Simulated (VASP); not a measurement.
KF, 2 atoms in the cell. The structure is cubic, space group Fm-3m (No. 225). The conventional cell has a = 5.449 Å, b = 5.449 Å, c = 5.449 Å, α = 90.00°, β = 90.00°, γ = 90.00°. Within 3.6 Å of K (site symmetry m-3m) lie 6 F at 2.72 Å. Within 3.6 Å of F (site symmetry m-3m) lie 6 K at 2.72 Å. 

```yaml
Program: VASP 6.6.1
Task: single point
Functional: PBE0
Potentials_or_basis: VASP PAW PBE potentials, release 64 (K_sv, F)
Cutoff: 520 eV
k_mesh: 6 × 6 × 6
Occupations: fermi-dirac, width 0.05 eV
Spin: no spin polarisation
Dipole_correction: no
Grid_for_exact_exchange_PRECFOCK: Normal
Further_INCAR_settings: ALGO = Normal; EDIFF = 1e-06; NBANDS = 15
Share_of_exact_exchange: 0.25
```

Potentials or basis: VASP PAW PBE potentials, release 64 (K_sv, F).

Run with:

```sh
$ cat potpaw_PBE.64/K_sv/POTCAR potpaw_PBE.64/F/POTCAR > POTCAR
$ cp INCAR.step1 INCAR
$ mpirun -np 1 vasp_std > vasp.out
$ cp INCAR.step2 INCAR
$ mpirun -np 1 vasp_std > vasp.out
```

Hardware: 1 thread of Intel Xeon 8259CL (shared host).

Task: How long does it take, and how much memory?

Result: Wall time 31 min on 1 thread of Intel Xeon 8259CL, on a shared host, peak memory 0.2 GiB. Counts: k points 16.
